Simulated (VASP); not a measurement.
# Mg (P6_3/mmc) in VASP: a series of runs, part 2 of 3

VASP 6.6.1.

## Step 3: Single point, PBEsol+D3(BJ)

This run uses another cell than the first one, of 21.47 Å³/atom, 0.952 times its volume.

Input file INCAR:

```
PREC     = Accurate       # precision mode
ENCUT    = 520            # plane-wave cutoff, eV
EDIFF    = 1E-6           # SCF threshold, eV
ISMEAR   = -1             # smearing method
SIGMA    = 0.05           # smearing width, eV
LREAL    = F              # projectors in reciprocal space
LASPH    = T              # aspherical terms in the spheres
NELM     = 80             # most SCF steps
ALGO     = Fast           # electronic algorithm
ISIF     = 2              # what is computed and relaxed
LWAVE    = F              # write WAVECAR
LCHARG   = T              # write CHGCAR
GGA      = PS             # functional
IVDW     = 12             # dispersion correction
LELF     = T              # ELF
LVHAR    = T            
NBANDS   = 12             # bands
```

Input file KPOINTS:

```
Automatic mesh
0
Gamma
  10 10 3
```

Input file POSCAR:

```
Mg
1.0
    3.1094350083      0.0000000000      0.0000000000
   -1.5547175041      2.6928497086      0.0000000000
    0.0000000000      0.0000000000     10.2552423405
Mg
4
Direct
    0.6666666667      0.3333333333      0.7500000000
    0.0000000000      0.0000000000      0.5000000000
    0.3333333333      0.6666666667      0.2500000000
    0.0000000000      0.0000000000      0.0000000000
```

Potentials or basis: VASP PAW PBE potentials, release 64 (Mg).

Run with:

```bash
$ cat potpaw_PBE.64/Mg/POTCAR > POTCAR
$ mpirun -np 1 vasp_std > vasp.out
```

OUTCAR:

```text
PREC = Accurate
   ENCUT = 520
   EDIFF = 1E-6
   ISMEAR = -1
   LREAL = F
   LASPH = T
   NELM = 80
   ISIF = 2
   GGA = PS
   IVDW = 12
 IVDW          = 12

 ion  position               nearest neighbor table
   1  0.667  0.333  0.750-   2 3.13   4 3.13   2 3.13   4 3.13   2 3.13   4 3.13
   2  0.000  0.000  0.500-   1 3.13   3 3.13   3 3.13   1 3.13   1 3.13   3 3.13
   3  0.333  0.667  0.250-   2 3.13   4 3.13   2 3.13   4 3.13   2 3.13   4 3.13
   4  0.000  0.000  0.000-   1 3.13   3 3.13   3 3.13   1 3.13   1 3.13   3 3.13

  LATTYP: Found a hexagonal cell.
 ALAT       =     3.1094350083
 C/A-ratio  =     3.2981047403

  Lattice vectors:

 A1 = (   3.1094350083,   0.0000000000,   0.0000000000)
 A2 = (  -1.5547175041,   2.6928497086,   0.0000000000)
 A3 = (   0.0000000000,   0.0000000000,  10.2552423405)

Analysis of symmetry for initial positions (statically):
=====================================================================
 Subroutine PRICEL returns:
 Original cell was already a primitive cell.

 Routine SETGRP: Setting up the symmetry group for a
 hexagonal supercell.

 Subroutine GETGRP returns: Found 24 space group operations
 (whereof 12 operations were pure point group operations)
 out of a pool of 24 trial point group operations.

The static configuration has the point symmetry D_3d.
 The point group associated with its full space group is D_6h.

Analysis of symmetry for dynamics (positions and initial velocities):
=====================================================================
 Subroutine PRICEL returns:
 Original cell was already a primitive cell.

 Routine SETGRP: Setting up the symmetry group for a
 hexagonal supercell.

 Subroutine GETGRP returns: Found 24 space group operations
 (whereof 12 operations were pure point group operations)
 out of a pool of 24 trial point group operations.

The dynamic configuration has the point symmetry D_3d.
 The point group associated with its full space group is D_6h.

 Subroutine INISYM returns: Found 24 space group operations
 (whereof 12 operations are pure point group operations),
 and found     1 'primitive' translations

----------------------------------------------------------------------------------------

                                     Primitive cell

  volume of cell :      85.8696

  direct lattice vectors                    reciprocal lattice vectors
     3.109435008  0.000000000  0.000000000     0.321601834  0.185676905  0.000000000
    -1.554717504  2.692849709  0.000000000     0.000000000  0.371353810  0.000000000
     0.000000000  0.000000000 10.255242341     0.000000000  0.000000000  0.097511104

  length of vectors
     3.109435008  3.109435008 10.255242341     0.371353810  0.371353810  0.097511104

  position of ions in fractional coordinates (direct lattice)
     0.666666667  0.333333333  0.750000000
     0.000000000  0.000000000  0.500000000
     0.333333333  0.666666667  0.250000000
     0.000000000  0.000000000  0.000000000

  ion indices of the primitive-cell ions
   primitive index   ion index
                 1           1
                 2           2
                 3           3
                 4           4
[... 54 lines left out ...]
   k-points           NKPTS =     28   k-points in BZ     NKDIM =     28   number of bands    NBANDS=     12
   number of dos      NEDOS =    301   number of ions     NIONS =      4
   total plane-waves  NPLWV =  46080
   dimension x,y,z NGX =    24 NGY =   24 NGZ =   80
   dimension x,y,z NGXF=    48 NGYF=   48 NGZF=  160
   ions per type =               4
   NGX,Y,Z   is equivalent  to a cutoff of  12.83, 12.83, 12.97 a.u.
   NGXF,Y,Z  is equivalent  to a cutoff of  25.66, 25.66, 25.94 a.u.
 SYSTEM =  unknown system
   PREC   = accura    normal or accurate (medium, high low for compatibility)
   ISTART =      0    job   : 0-new  1-cont  2-samecut
   ICHARG =      2    charge: 1-file 2-atom 10-const
   ISPIN  =      1    spin polarized calculation?
   LNONCOLLINEAR =      F non collinear calculations
   LSORBIT =      F    spin-orbit coupling
   LASPH  =      T    aspherical Exc in radial PAW
   ENCUT  =  520.0 eV  38.22 Ry    6.18 a.u.   5.78  5.78 19.07*2*pi/ulx,y,z
   NELM   =     80;   NELMIN=  2; NELMDL= -5     # of ELM steps
   EDIFF  = 0.1E-05   stopping-criterion for ELM
   LREAL  =      F    real-space projection
   EDIFFG = 0.1E-04   stopping-criterion for IOM
   NSW    =      0    number of steps for IOM
   IBRION =     -1    ionic relax: 0-MD 1-quasi-New 2-CG
   NFREE  =      0    steps in history (QN), initial steepest desc. (CG)
   ISIF   =      2    stress and relaxation
   ISYM   =      2    0-nonsym 1-usesym 2-fastsym
   POTIM  = 0.5000    time-step for ionic-motion
   TEBEG  =    0.0;   TEEND  =   0.0 temperature during run
   PSTRESS=    0.0 pullay stress
   NELECT =       8.0000    total number of electrons
   NUPDOWN=      -1.0000    fix difference up-down
   EMIN   =  10.00;   EMAX   =-10.00  energy-range for DOS
   EFERMI =   0.00;   METHOD = LEGACY
   ISMEAR =    -1;   SIGMA  =   0.05  broadening in eV -4-tet -1-fermi 0-gaus
   EFERMI_NEDOS =   21; number of points for ismear=-14 and -15
   IALGO  =     68    algorithm
   IMIX   =      4    mixing-type and parameters
     AMIX     =   0.40;   BMIX     =  1.00
     AMIX_MAG =   1.60;   BMIX_MAG =  1.00
  volume/ion in A,a.u.               =      21.47       144.87
  Fermi-wavevector in a.u.,A,eV,Ry     =   0.742150  1.402460  7.493906  0.550787
  Thomas-Fermi vector in A             =   1.836960
   LORBIT       =      0    0 simple, 1 ext, 2 COOP (PROOUT), +10 PAW based schemes
   GGA     = PS    functional components
   LHFCALC =     F    Hartree Fock is set to
   AEXX    =    0.0000 exact exchange contribution
   IVDW    =    12    specifies the selected vdW correction
   LEPSILON=     F    determine dielectric tensor
   LRPA    =     F    only Hartree local field effects (RPA)
 non-spin polarized calculation
 RMM-DIIS sequential band-by-band and
  energy-cutoff  :      520.00
  volume of cell :       85.87
 maximum number of plane-waves:      2328
 NGX is ok and might be reduce to    24
   NGX = 11   NGY = 11   NGZ = 39

 number of electron       8.0000000 magnetization

 Free energy of the ion-electron system (eV)
  ---------------------------------------------------
  ext. energy  EPLUGINS =         0.00000000
  ---------------------------------------------------
  free energy    TOTEN  =        -6.84776478 eV

  energy without entropy =       -6.83049600  energy(sigma->0) =       -6.83913039

 E-fermi :   3.0684     XC(G=0):  -8.7469

 val. band max:        3.0408009621   @ k =   0.4000   0.2000   0.0000
 cond. band min:       3.0715940979   @ k =   0.3000   0.3000   0.0000
 fundamental gap:      0.0307931358
 Fermi energy:         3.0684054754

 k-point     1 :       0.0000    0.0000    0.0000
  band No.  band energies     occupation
      1      -4.2745      2.00000
      2      -2.8515      2.00000
      3      -2.8486      2.00000
      4       1.0667      2.00000
      5       1.5668      2.00000
      6       7.9311      0.00000
      7       7.9391      0.00000
      8      14.4774      0.00000
      9      14.4774      0.00000
     10      14.6290      0.00000
     11      14.6294      0.00000
     12      15.2193      0.00000
[... 331 lines left out ...]
 k-point    24 :       0.4000    0.1000    0.3333
  band No.  band energies     occupation
      1       0.1393      2.00000
      2       0.5866      2.00000
      3       2.0303      2.00000
      4       2.1859      2.00000
      5       2.8439      1.97783
      6       3.7410      0.00000
      7       4.4674      0.00000
      8       5.6695      0.00000
      9       7.0865      0.00000
     10       7.9257      0.00000
     11       8.6251      0.00000
     12       9.3035      0.00000

 [... further k-points ...]

------------------------ aborting loop because EDIFF is reached ----------------------------------------

 Edisp (eV)   -1.12150

 E8    (eV) :    -0.7440

  FORCE on cell =-STRESS in cart. coord.  units (eV):
  Direction    XX          YY          ZZ          XY          YZ          ZX
  --------------------------------------------------------------------------------------
  -------------------------------------------------------------------------------------
  Total       0.01272     0.01272    -0.01714     0.00000     0.00000     0.00000
  in kB       0.23741     0.23741    -0.31986     0.00000     0.00000     0.00000
  external pressure =        0.05 kB  Pullay stress =        0.00 kB

 VOLUME and BASIS-vectors are now :
 -----------------------------------------------------------------------------
  energy-cutoff  :      520.00
  volume of cell :       85.87
      direct lattice vectors                 reciprocal lattice vectors
     3.109435008  0.000000000  0.000000000     0.321601834  0.185676905  0.000000000
    -1.554717504  2.692849709  0.000000000     0.000000000  0.371353810  0.000000000
     0.000000000  0.000000000 10.255242341     0.000000000  0.000000000  0.097511104

 POSITION                                       TOTAL-FORCE (eV/Angst)
 -----------------------------------------------------------------------------------
      1.55472      0.89762      7.69143        -0.000000      0.000000      0.000000
      0.00000      0.00000      5.12762         0.000000      0.000000     -0.000000
     -0.00000      1.79523      2.56381         0.000000      0.000000      0.000000
      0.00000      0.00000      0.00000         0.000000      0.000000     -0.000000
 -----------------------------------------------------------------------------------
    total drift:                                0.000000     -0.000000      0.000000

  FREE ENERGIE OF THE ION-ELECTRON SYSTEM (eV)
  ---------------------------------------------------
  free  energy   TOTEN  =        -7.9692633416 eV

  energy  without entropy=       -7.9519945548  energy(sigma->0) =       -7.96062895
```

It took 23 s on 1 thread of Intel Xeon Platinum 8259CL at 2.50GHz (Skylake/Cascade Lake), shared host; peak memory 0.21 GiB.

What came out:

- Free energy: -7.9693 eV
- Pressure: 0.0 GPa
- Band gap on the k mesh: zero (band 4 reaches 3.52 eV, above the bottom of band 5 at 1.57 eV)
- Dispersion energy per atom: -0.280 eV

Caveat: the PAW data sets were made with another functional, which shifts forces and pressure a little; pairwise dispersion overbinds metals, which lowers pressure and volume.

(Part 2 of 3 ends here.)
